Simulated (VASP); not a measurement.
# BAs (F-43m) in VASP: further runs, part 2 of 2

VASP 6.6.1. Earlier steps stand in the parts before.

## Step 5: Elastic constants, PBE

This run uses another cell than the first one, of 13.25 Å³/atom.

File INCAR:

```
SYSTEM = BAs
ALGO     = Normal         ! electronic algorithm
EDIFF    = 1E-8           ! SCF threshold, eV
ENCUT    = 600            ! plane-wave cutoff, eV
GGA      = PE             ! functional
IBRION   = 6              ! ionic algorithm
ISIF     = 3              ! what is computed and relaxed
ISMEAR   = 0              ! smearing method
LASPH    = .True.         ! aspherical terms in the spheres
LCHARG   = .False.        ! write CHGCAR
LREAL    = .False.        ! projectors in reciprocal space
LWAVE    = .False.        ! write WAVECAR
NELM     = 100            ! most SCF steps
NFREE    = 2            
NSW      = 1              ! ionic steps
POTIM    = 0.015          ! step
PREC     = Accurate       ! precision mode
SIGMA    = 0.01           ! smearing width, eV
```

File KPOINTS:

```
k-points
0
Gamma
  10 10 10
  0 0 0
```

File POSCAR:

```
BAs
1.0
    0.0000000000      2.3662963512      2.3662963512
    2.3662963512      0.0000000000      2.3662963512
    2.3662963512      2.3662963512      0.0000000000
B As
1 1
Direct
    0.0000000000      0.0000000000      0.0000000000
    0.7500000000      0.7500000000      0.7500000000
```

Potentials or basis: VASP PAW PBE potentials, release 64 (B, As).

Launch:

```
cat potpaw_PBE.64/B/POTCAR potpaw_PBE.64/As/POTCAR > POTCAR
mpirun -np 1 vasp_std > vasp.out
```

OUTCAR:

```text
SYSTEM = BAs
   EDIFF = 1E-8
   ENCUT = 600
   GGA = PE
   IBRION = 6
   ISIF = 3
   ISMEAR = 0
   LASPH = .True.
   LREAL = .False.
   NELM = 100
   NFREE = 2
   NSW = 1
   POTIM = 0.015
   PREC = Accurate

 ion  position               nearest neighbor table
   1  0.000  0.000  0.000-   2 2.05   2 2.05   2 2.05   2 2.05
   2  0.750  0.750  0.750-   1 2.05   1 2.05   1 2.05   1 2.05

  LATTYP: Found a face centered cubic cell.
 ALAT       =     4.7325927024

  Lattice vectors:

 A1 = (   0.0000000000,   2.3662963512,   2.3662963512)
 A2 = (   2.3662963512,   0.0000000000,   2.3662963512)
 A3 = (   2.3662963512,   2.3662963512,   0.0000000000)

Analysis of symmetry for initial positions (statically):
=====================================================================
 Subroutine PRICEL returns:
 Original cell was already a primitive cell.

 Routine SETGRP: Setting up the symmetry group for a
 face centered cubic supercell.

 Subroutine GETGRP returns: Found 24 space group operations
 (whereof 24 operations were pure point group operations)
 out of a pool of 48 trial point group operations.

The static configuration has the point symmetry T_d .

Analysis of symmetry for dynamics (positions and initial velocities):
[... 630 lines left out ...]
  -------------------------------------------------------------------------------------
  Total        1.2818980      1.2859111      1.2859111      0.0000000     -0.1333679      0.0000000
  in kB       77.5044501     77.7470906     77.7470906      0.0000000     -8.0635168      0.0000000
  external PRESSURE =      77.6662104 kB  Pullay stress =       0.0000000 kB
[... 17 lines left out ...]
  FREE ENERGIE OF THE ION-ELECTRON SYSTEM (eV)
  ---------------------------------------------------
  free  energy   TOTEN  =       -11.3791483488 eV

  energy  without entropy=      -11.3791483488  energy(sigma->0) =      -11.37914835

 INTERNAL STRAIN TENSORS FROM STRAINED CELLS
 ============================================

 INTERNAL STRAIN TENSOR FOR ION    1 for displacements in x,y,z  (eV/Angst):
          X           Y           Z          XY          YZ          ZX
  --------------------------------------------------------------------------------
  x     0.00000    -0.00000    -0.00000    -0.00000    -8.87922     0.00000
  y     0.00000    -0.00000    -0.00000    -0.00000     0.00000    -8.87920
  z     0.00000    -0.00000     0.00000    -8.87914     0.00000    -0.00000

 INTERNAL STRAIN TENSORS FROM DISPLACED ATOMS
 ============================================

 INTERNAL STRAIN TENSOR FOR ION    1 for displacements in x,y,z  (eV/Angst):
          X           Y           Z          XY          YZ          ZX
  --------------------------------------------------------------------------------
  x    -0.00000     0.00000     0.00000     0.00000    -8.88529     0.00000
  y     0.00000    -0.00000     0.00000     0.00000     0.00000    -8.88529
  z     0.00000     0.00000    -0.00000    -8.88529     0.00000     0.00000

 INTERNAL STRAIN TENSOR FOR ION    2 for displacements in x,y,z  (eV/Angst):
          X           Y           Z          XY          YZ          ZX
  --------------------------------------------------------------------------------
  x     0.00000    -0.00000    -0.00000     0.00000     8.88870     0.00000
  y    -0.00000     0.00000    -0.00000     0.00000     0.00000     8.88870
  z    -0.00000    -0.00000     0.00000     8.88870     0.00000     0.00000

 Eigenvectors and eigenvalues of the dynamical matrix
 ----------------------------------------------------

   1 f  =   21.454858 THz   134.804850 2PiTHz  715.657039 cm-1    88.730124 meV
             X         Y         Z           dx          dy          dz
      0.000000  0.000000  0.000000    -0.000000   -0.934821    0.000000
      3.549445  3.549445  3.549445     0.000000    0.355118    0.000000
[... 21 lines left out ...]
   6 f/i=    0.000269 THz     0.001692 2PiTHz    0.008984 cm-1     0.001114 meV
             X         Y         Z           dx          dy          dz
      0.000000  0.000000  0.000000     0.036570    0.289984    0.201696
      3.549445  3.549445  3.549445     0.096267    0.763359    0.530948

--------------------------------------------------------------------------------------------------------

 ELASTIC MODULI CONTR FROM IONIC RELAXATION (kBar)
 Direction    XX          YY          ZZ          XY          YZ          ZX
 --------------------------------------------------------------------------------
 XX          -0.0000      0.0000      0.0000      0.0000     -0.0000      0.0000
 YY           0.0000     -0.0000     -0.0000      0.0000      0.0000     -0.0000
 ZZ           0.0000     -0.0000     -0.0000     -0.0000      0.0000      0.0000
 XY           0.0000      0.0000     -0.0000   -268.3452      0.0000      0.0000
 YZ          -0.0000      0.0000      0.0000      0.0000   -268.3452      0.0000
 ZX           0.0000     -0.0000      0.0000      0.0000      0.0000   -268.3452
 --------------------------------------------------------------------------------

 TOTAL ELASTIC MODULI (kBar)
 Direction    XX          YY          ZZ          XY          YZ          ZX
 --------------------------------------------------------------------------------
 XX        2960.2130    850.8576    850.8576      0.0000      0.0000      0.0000
 YY         850.8576   2960.2130    850.8576      0.0000      0.0000     -0.0000
 ZZ         850.8576    850.8576   2960.2130      0.0000      0.0000      0.0000
 XY           0.0000      0.0000      0.0000   1591.3247      0.0000      0.0000
 YZ           0.0000      0.0000      0.0000      0.0000   1591.3247      0.0000
 ZX           0.0000     -0.0000      0.0000      0.0000      0.0000   1591.3247
 --------------------------------------------------------------------------------
```

Wall time 11 min (1 thread of Intel Xeon 8259CL, shared host); peak memory 0.29 GiB.

What came out:

* Elastic constants C11, C12, C44: 296, 85, 159 GPa
* Voigt bulk modulus: 155 GPa
* Highest phonon frequency at Γ, LO-TO splitting left out: 716 cm⁻¹

Phonon frequencies in cm⁻¹ (negative: imaginary):
| q point | frequencies |
| --- | --- |
| (0.000, 0.000, 0.000) | 0 0 0 716 716 716 |

Elastic tensor in Voigt notation (GPa, in the Cartesian axes of the cell as first typed):
```
296  85  85   0   0   0
 85 296  85   0   0   0
 85  85 296   0   0   0
  0   0   0 159   0   0
  0   0   0   0 159   0
  0   0   0   0   0 159
```

Clamped-ion elastic tensor (GPa):
```
296  85  85   0   0   0
 85 296  85   0   0   0
 85  85 296   0   0   0
  0   0   0 186   0   0
  0   0   0   0 186   0
  0   0   0   0   0 186
```

Caveat: the cell is under stress, which shifts elastic constants.
